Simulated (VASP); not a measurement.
# SnS (Pnma) in VASP: relaxation of cell and atoms with LDA

Aim: the relaxation of cell and atoms of SnS with LDA.

Everything below comes from runs of VASP 6.6.1. Logs are shortened: lines on timing, memory, paths and dates and some standing lists are left out, and cuts for length are marked.

## 1. The cell of the first run

Symmetry: Pnma, No. 62, orthorhombic system. Conventional cell: a = 11.446 Å, b = 4.023 Å, c = 4.454 Å, α = 90.00°, β = 90.00°, γ = 90.00°. Sn (site symmetry m) has 6 S at 2.66 to 3.47 Å and 2 Sn at 3.62 Å within 3.7 Å. S (site symmetry m) has 6 Sn at 2.66 to 3.47 Å within 3.5 Å.

## 2. Relaxation of cell and atoms, LDA

File INCAR:

```
ALGO = Normal ; EDIFF = 1E-7
EDIFFG = -0.005 ; ENCUT = 500
GGA_COMPAT = False ; IBRION = 2
ISIF = 3 ; ISMEAR = 0
KPAR = 4 ; LASPH = True
LCHARG = False ; LREAL = False
LWAVE = False ; NELM = 120
NELMIN = 4 ; NSW = 70
PREC = Accurate ; SIGMA = 0.02
```

File KPOINTS:

```
k-points
0
Gamma
  4 8 6
```

File POSCAR:

```
SnS
1.0
   11.4455091705      0.0000000000      0.0000000000
    0.0000000000      4.0232845669      0.0000000000
    0.0000000000      0.0000000000      4.4542011089
Sn S
4 4
Direct
    0.1215423555      0.2500000000      0.1300059133
    0.3784576445      0.7500000000      0.6300059133
    0.6215423555      0.2500000000      0.3699940867
    0.8784576445      0.7500000000      0.8699940867
    0.8498958213      0.2500000000      0.4774431144
    0.6501041787      0.7500000000      0.9774431144
    0.3498958213      0.2500000000      0.0225568856
    0.1501041787      0.7500000000      0.5225568856
```

Potentials or basis: VASP PAW LDA potentials, release 64 (Sn_d, S).

The run is started by

```
cat potpaw_LDA.64/Sn_d/POTCAR potpaw_LDA.64/S/POTCAR > POTCAR
mpirun -np 4 vasp_std > vasp.out
```

OUTCAR:

```text
EDIFF = 1E-7
   EDIFFG = -0.005
   ENCUT = 500
   IBRION = 2
   ISIF = 3
   ISMEAR = 0
   LASPH = True
   LREAL = False
   NELM = 120
   NELMIN = 4
   NSW = 70
   PREC = Accurate

 ion  position               nearest neighbor table
   1  0.122  0.250  0.130-   7 2.66   8 2.69   8 2.69   4 3.62   4 3.62
   2  0.378  0.750  0.630-   8 2.66   7 2.69   7 2.69   3 3.62   3 3.62
   3  0.622  0.250  0.370-   5 2.66   6 2.69   6 2.69   2 3.62   2 3.62
   4  0.878  0.750  0.870-   6 2.66   5 2.69   5 2.69   1 3.62   1 3.62
   5  0.850  0.250  0.477-   3 2.66   4 2.69   4 2.69
   6  0.650  0.750  0.977-   4 2.66   3 2.69   3 2.69
   7  0.350  0.250  0.023-   1 2.66   2 2.69   2 2.69
   8  0.150  0.750  0.523-   2 2.66   1 2.69   1 2.69

  LATTYP: Found a simple orthorhombic cell.
 ALAT       =     4.0232845669
 B/A-ratio  =     1.1071056583
 C/A-ratio  =     2.8448172085

  Lattice vectors:

 A1 = (   0.0000000000,   4.0232845669,   0.0000000000)
 A2 = (   0.0000000000,   0.0000000000,   4.4542011089)
 A3 = (  11.4455091705,   0.0000000000,   0.0000000000)

Analysis of symmetry for initial positions (statically):
=====================================================================
 Subroutine PRICEL returns:
 Original cell was already a primitive cell.

 Routine SETGRP: Setting up the symmetry group for a
 simple orthorhombic supercell.

 Subroutine GETGRP returns: Found  8 space group operations
 (whereof  2 operations were pure point group operations)
 out of a pool of  8 trial point group operations.

The static configuration has the point symmetry S_2 .
 The point group associated with its full space group is D_2h.

Analysis of symmetry for dynamics (positions and initial velocities):
=====================================================================
 Subroutine PRICEL returns:
 Original cell was already a primitive cell.

 Routine SETGRP: Setting up the symmetry group for a
 simple orthorhombic supercell.

 Subroutine GETGRP returns: Found  8 space group operations
 (whereof  2 operations were pure point group operations)
 out of a pool of  8 trial point group operations.

The dynamic configuration has the point symmetry S_2 .
 The point group associated with its full space group is D_2h.

 Subroutine INISYM returns: Found  8 space group operations
 (whereof  2 operations are pure point group operations),
 and found     1 'primitive' translations

----------------------------------------------------------------------------------------

                                     Primitive cell

  volume of cell :     205.1095

  direct lattice vectors                    reciprocal lattice vectors
    11.445509170  0.000000000  0.000000000     0.087370512  0.000000000  0.000000000
     0.000000000  4.023284567  0.000000000     0.000000000  0.248553137  0.000000000
     0.000000000  0.000000000  4.454201109     0.000000000  0.000000000  0.224507151

  length of vectors
    11.445509170  4.023284567  4.454201109     0.087370512  0.248553137  0.224507151

  position of ions in fractional coordinates (direct lattice)
     0.121542355  0.250000000  0.130005913
     0.378457645  0.750000000  0.630005913
     0.621542355  0.250000000  0.369994087
     0.878457645  0.750000000  0.869994087
     0.849895821  0.250000000  0.477443114
     0.650104179  0.750000000  0.977443114
     0.349895821  0.250000000  0.022556886
     0.150104179  0.750000000  0.522556886

  ion indices of the primitive-cell ions
   primitive index   ion index
                 1           1
                 2           2
                 3           3
                 4           4
                 5           5
                 6           6
                 7           7
                 8           8

----------------------------------------------------------------------------------------

 KPOINTS: k-points

Automatic generation of k-mesh.
 Grid dimensions read from file:
 generate k-points for:    4    8    6

 Generating k-lattice:

  Cartesian coordinates                     Fractional coordinates (reciprocal lattice)
     0.021842628  0.000000000  0.000000000     0.250000000  0.000000000  0.000000000
     0.000000000  0.031069142  0.000000000     0.000000000  0.125000000  0.000000000
     0.000000000  0.000000000  0.037417858     0.000000000  0.000000000  0.166666667

  Length of vectors
     0.021842628  0.031069142  0.037417858

  Shift w.r.t. Gamma in fractional coordinates (k-lattice)
     0.000000000  0.000000000  0.000000000

 Subroutine IBZKPT returns following result:
 ===========================================

 Found     60 irreducible k-points:

 Following reciprocal coordinates:
            Coordinates               Weight
  0.000000  0.000000  0.000000      1.000000
  0.250000  0.000000  0.000000      2.000000
  0.500000  0.000000  0.000000      1.000000
  0.000000  0.125000  0.000000      2.000000
  0.250000  0.125000  0.000000      4.000000
  0.500000  0.125000  0.000000      2.000000
[... 16 lines left out ...]
  0.250000  0.250000  0.166667      8.000000
  0.500000  0.250000  0.166667      4.000000
 [... further k-points ...]
   k-points           NKPTS =     60   k-points in BZ     NKDIM =     60   number of bands    NBANDS=     48
   number of dos      NEDOS =    301   number of ions     NIONS =      8
   total plane-waves  NPLWV =  80640
   dimension x,y,z NGX =    84 NGY =   30 NGZ =   32
   dimension x,y,z NGXF=   168 NGYF=   60 NGZF=   64
   ions per type =               4   4
   NGX,Y,Z   is equivalent  to a cutoff of  12.20, 12.40, 11.94 a.u.
   NGXF,Y,Z  is equivalent  to a cutoff of  24.40, 24.79, 23.89 a.u.
 SYSTEM =  unknown system
   PREC   = accura    normal or accurate (medium, high low for compatibility)
   ISTART =      0    job   : 0-new  1-cont  2-samecut
   ICHARG =      2    charge: 1-file 2-atom 10-const
   ISPIN  =      1    spin polarized calculation?
   LNONCOLLINEAR =      F non collinear calculations
   LSORBIT =      F    spin-orbit coupling
   LASPH  =      T    aspherical Exc in radial PAW
   ENCUT  =  500.0 eV  36.75 Ry    6.06 a.u.  20.87  7.34  8.12*2*pi/ulx,y,z
   NELM   =    120;   NELMIN=  4; NELMDL= -5     # of ELM steps
   EDIFF  = 0.1E-06   stopping-criterion for ELM
   LREAL  =      F    real-space projection
   EDIFFG = -.5E-02   stopping-criterion for IOM
   NSW    =     70    number of steps for IOM
   IBRION =      2    ionic relax: 0-MD 1-quasi-New 2-CG
   NFREE  =      1    steps in history (QN), initial steepest desc. (CG)
   ISIF   =      3    stress and relaxation
   ISYM   =      2    0-nonsym 1-usesym 2-fastsym
   POTIM  = 0.5000    time-step for ionic-motion
   TEBEG  =    0.0;   TEEND  =   0.0 temperature during run
   PSTRESS=    0.0 pullay stress
   NELECT =      80.0000    total number of electrons
   NUPDOWN=      -1.0000    fix difference up-down
   EMIN   =  10.00;   EMAX   =-10.00  energy-range for DOS
   EFERMI =   0.00;   METHOD = LEGACY
   ISMEAR =     0;   SIGMA  =   0.02  broadening in eV -4-tet -1-fermi 0-gaus
   EFERMI_NEDOS =   21; number of points for ismear=-14 and -15
   IALGO  =     38    algorithm
   IMIX   =      4    mixing-type and parameters
     AMIX     =   0.40;   BMIX     =  1.00
     AMIX_MAG =   1.60;   BMIX_MAG =  1.00
  volume/ion in A,a.u.               =      25.64       173.02
  Fermi-wavevector in a.u.,A,eV,Ry     =   1.196124  2.260347 19.466032  1.430713
  Thomas-Fermi vector in A             =   2.332072
   LORBIT       =      0    0 simple, 1 ext, 2 COOP (PROOUT), +10 PAW based schemes
   GGA     = CA    functional components
   LHFCALC =     F    Hartree Fock is set to
   AEXX    =    0.0000 exact exchange contribution
   IVDW    =     0    specifies the selected vdW correction
   LEPSILON=     F    determine dielectric tensor
   LRPA    =     F    only Hartree local field effects (RPA)
 conjugate gradient relaxation of ions
 non-spin polarized calculation
 Gauss-broadening in eV      SIGMA  =   0.02
  energy-cutoff  :      500.00
  volume of cell :      205.11
 maximum number of plane-waves:      5242
 NGX is ok and might be reduce to    84
   NGX = 41   NGY = 15   NGZ = 17

--------------------------------------- Ionic step        1  -------------------------------------------

 number of electron      80.0000033 magnetization

 Free energy of the ion-electron system (eV)
  ---------------------------------------------------
  ext. energy  EPLUGINS =         0.00000000
  ---------------------------------------------------
  free energy    TOTEN  =       -40.19520762 eV

  energy without entropy =      -40.19520762  energy(sigma->0) =      -40.19520762

 E-fermi :   5.2495     XC(G=0):  -9.8812

 val. band max:        5.1194669108   @ k =   0.0000   0.0000   0.3333
 cond. band min:       6.0981087924   @ k =   0.0000   0.3750   0.0000
 fundamental gap:      0.9786418816
 Fermi energy:         5.2494896716

 k-point     1 :       0.0000    0.0000    0.0000
  band No.  band energies     occupation
      1     -15.8464      2.00000
      2     -15.8339      2.00000
      3     -15.8279      2.00000
      4     -15.8215      2.00000
      5     -15.8199      2.00000
      6     -15.8168      2.00000
[... 1334 lines left out ...]
  FREE ENERGIE OF THE ION-ELECTRON SYSTEM (eV)
  ---------------------------------------------------
  free  energy   TOTEN  =       -40.4038478293 eV

  energy  without entropy=      -40.4038478293  energy(sigma->0) =      -40.40384783

[... ionic steps 4 to 34 ...]

--------------------------------------- Ionic step       35  -------------------------------------------

 number of electron      79.9999982 magnetization

------------------------ aborting loop because EDIFF is reached ----------------------------------------

  FORCE on cell =-STRESS in cart. coord.  units (eV):
  Direction    XX          YY          ZZ          XY          YZ          ZX
  --------------------------------------------------------------------------------------
  -------------------------------------------------------------------------------------
  Total        0.0190503      0.0066521      0.0035283      0.0000000      0.0000000      0.0000000
  in kB        0.1681547      0.0587176      0.0311443      0.0000000      0.0000000      0.0000000
  external PRESSURE =       0.0860055 kB  Pullay stress =       0.0000000 kB
[... 69 lines left out ...]
  energy  without entropy=      -40.5115707460  energy(sigma->0) =      -40.51157075

--------------------------------------- Ionic step       37  -------------------------------------------

 number of electron      79.9999982 magnetization

 Free energy of the ion-electron system (eV)
  ---------------------------------------------------
  ext. energy  EPLUGINS =         0.00000000
  ---------------------------------------------------
  free energy    TOTEN  =       -40.51159190 eV

  energy without entropy =      -40.51159190  energy(sigma->0) =      -40.51159190

 E-fermi :   6.9734     XC(G=0): -10.4696

 val. band max:        6.8161855563   @ k =   0.5000   0.0000   0.5000
 cond. band min:       7.4346047302   @ k =   0.0000   0.0000   0.0000
 fundamental gap:      0.6184191739
 Fermi energy:         6.9734481066

 k-point     1 :       0.0000    0.0000    0.0000
  band No.  band energies     occupation
      1     -14.4871      2.00000
      2     -14.4578      2.00000
      3     -14.4551      2.00000
      4     -14.4449      2.00000
      5     -14.4443      2.00000
      6     -14.4418      2.00000
[... 1250 lines left out ...]
  FREE ENERGIE OF THE ION-ELECTRON SYSTEM (eV)
  ---------------------------------------------------
  free  energy   TOTEN  =       -40.5115919028 eV

  energy  without entropy=      -40.5115919028  energy(sigma->0) =      -40.51159190

 reached required accuracy - stopping structural energy minimisation
```

Run time: 29 min. Hardware: 4 MPI ranks of Intel Xeon Platinum 8488C (Sapphire Rapids), shared host; peak memory 0.51 GiB.

Results:

| Quantity | Value |
| --- | --- |
| Free energy | -40.5116 eV |
| Relaxed volume | 22.69 Å³/atom |
| Relaxed cell | a = 10.972 Å, b = 3.952 Å, c = 4.187 Å, α = 90.00°, β = 90.00°, γ = 90.00° |
| Space group after relaxing (to 0.1 Å) | Pnma (No. 62) |
| Energy gained by relaxing | 39.5 meV/atom |
| Ionic steps | 37 |
| Pressure after relaxing | 0.0 GPa |
| Largest force after relaxing | 0.003 eV/Å |
| Band gap on the k mesh | 0.62 eV (least direct gap 1.03 eV) |

Forces in eV/Å, atoms in the order of the input:
```
Sn   0.001  0.000 -0.001
Sn  -0.001  0.000 -0.001
Sn   0.001  0.000  0.001
Sn  -0.001  0.000  0.001
S    0.003  0.000  0.000
S   -0.003  0.000  0.000
S    0.003  0.000  0.000
S   -0.003  0.000  0.000
```

Step by step:
```
step  energy change (eV)  largest force (eV/Å)  pressure (GPa)  volume (Å³)
   1              0.0000                0.1884           -4.27       205.11
   2             -0.1759                0.6205            1.77       185.48
   3             -0.2086                0.3759           -0.17       190.70
   4             -0.2434                0.3001           -0.13       188.71
   5             -0.2974                0.0683            0.24       182.84
   6             -0.2984                0.0425            0.33       181.85
   7             -0.3073                0.0816           -0.41       182.88
   8             -0.3077                0.0643           -0.29       182.70
   9             -0.3121                0.0507            0.17       181.40
  10             -0.3122                0.0508            0.18       181.38
  11             -0.3135                0.0378           -0.06       181.88
  12             -0.3136                0.0309           -0.01       181.77
  13             -0.3138                0.0279            0.00       181.75
  14             -0.3145                0.0243            0.04       181.68
  15             -0.3148                0.0362            0.10       181.54
  16             -0.3150                0.0303            0.05       181.67
  17             -0.3151                0.0211           -0.04       181.87
  18             -0.3152                0.0203           -0.04       181.83
  19             -0.3154                0.0178           -0.01       181.70
  20             -0.3156                0.0186            0.04       181.44
  21             -0.3157                0.0173            0.03       181.44
  22             -0.3159                0.0159            0.00       181.44
  23             -0.3159                0.0212           -0.06       181.45
  24             -0.3160                0.0167           -0.03       181.44
  25             -0.3160                0.0130            0.00       181.37
  26             -0.3161                0.0091            0.06       181.20
  27             -0.3162                0.0082            0.03       181.28
  28             -0.3162                0.0079            0.01       181.36
  29             -0.3162                0.0143           -0.03       181.51
  30             -0.3162                0.0095            0.00       181.40
  31             -0.3163                0.0076           -0.01       181.43
  32             -0.3163                0.0060           -0.01       181.47
  33             -0.3163                0.0059           -0.02       181.57
  34             -0.3163                0.0058           -0.01       181.54
  35             -0.3164                0.0067            0.01       181.51
  36             -0.3164                0.0069            0.01       181.51
  37             -0.3164                0.0035           -0.02       181.55
```

Final structure:
```cif
data_structure
_symmetry_space_group_name_H-M 'P 1'
_symmetry_Int_Tables_number 1
_cell_length_a 10.9716
_cell_length_b 3.9521
_cell_length_c 4.1868
_cell_angle_alpha 90.000
_cell_angle_beta 90.000
_cell_angle_gamma 90.000
_cell_volume 181.55
loop_
_atom_site_label
_atom_site_type_symbol
_atom_site_fract_x
_atom_site_fract_y
_atom_site_fract_z
_atom_site_occupancy
Sn1 Sn 0.11759 0.25000 0.10895 1
Sn2 Sn 0.38241 0.75000 0.60895 1
Sn3 Sn 0.61759 0.25000 0.39105 1
Sn4 Sn 0.88241 0.75000 0.89105 1
S1 S 0.85391 0.25000 0.47380 1
S2 S 0.64609 0.75000 0.97380 1
S3 S 0.35391 0.25000 0.02620 1
S4 S 0.14609 0.75000 0.52620 1
```

Levels at points of the mesh, in eV from the valence-band top:
```
           k point  band 38  band 39  band 40  band 41  band 42  band 43
(0.00, 0.00, 0.00)    -1.33    -0.88    -0.74     0.62     2.91     2.96
(0.50, 0.00, 0.00)    -2.34    -0.77    -0.77     2.56     2.56     2.74
(0.00, 0.50, 0.00)    -1.11    -0.80    -0.80     1.01     1.01     1.73
(0.50, 0.50, 0.00)    -1.06    -1.06    -1.06     1.54     1.54     1.54
(0.00, 0.00, 0.50)    -1.01    -0.12    -0.12     1.36     1.36     1.71
(0.50, 0.00, 0.50)    -0.76     0.00     0.00     1.20     1.20     1.77
(0.00, 0.50, 0.50)    -2.70    -1.68    -1.68     2.68     2.68     2.98
(0.50, 0.50, 0.50)    -1.85    -1.85    -1.85     2.47     2.47     2.47
```

Caveat: semilocal functionals underestimate gaps, and a narrow one can read as zero; spin-orbit coupling is left out, which moves the levels of the heavy elements.
